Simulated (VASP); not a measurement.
PbO2: single point with PBE

Crystal: PbO2.

```
Pb O
1.0
     3.44230    0.00000    0.00000
     0.00000    5.08262    0.00000
     0.00000    0.00000    5.08262
Pb O
2 4
Direct
  0.00000 0.00000 0.00000
  0.50000 0.50000 0.50000
  0.00000 0.30800 0.30800
  0.50000 0.19200 0.80800
  0.50000 0.80800 0.19200
  0.00000 0.69200 0.69200
```

```yaml
Program: VASP 6.6.1
Task: single point
Functional: PBE
Potentials_or_basis: VASP PAW PBE potentials, release 64 (Pb_d, O)
Cutoff: 520 eV
k_mesh: 10 × 7 × 7
Occupations: gaussian, width 0.1 eV
Spin: no spin polarisation
```

The pressure is 0.2 GPa and the largest force is 0.012 eV/Å.

Forces in eV/Å, atoms in the order of the input:
```
Pb   0.000  0.000  0.000
Pb   0.000  0.000  0.000
O    0.000 -0.008 -0.008
O    0.000  0.008 -0.008
O    0.000 -0.008  0.008
O    0.000  0.008  0.008
```

Stress tensor (GPa, compression positive):
```
0.35 0.00 0.00
0.00 0.12 0.00
0.00 0.00 0.12
```

Levels at points of the mesh, in eV from the Fermi level:
```csv
k point,band 23,band 24,band 25,band 26,band 27,band 28,band 29,band 30
"(0.00, 0.00, 0.00)",-0.66,-0.66,-0.58,-0.58,0.07,3.85,5.72,5.72
"(0.50, 0.00, 0.00)",-1.04,-1.04,-0.75,-0.75,3.35,3.35,8.57,8.57
```

Wall time 2.1 min on 1 thread of AMD EPYC 7R13 Processor (Zen 3), on a shared host, peak memory 0.26 GiB.

Caveat: spin-orbit coupling is left out, which moves the levels of the heavy elements.
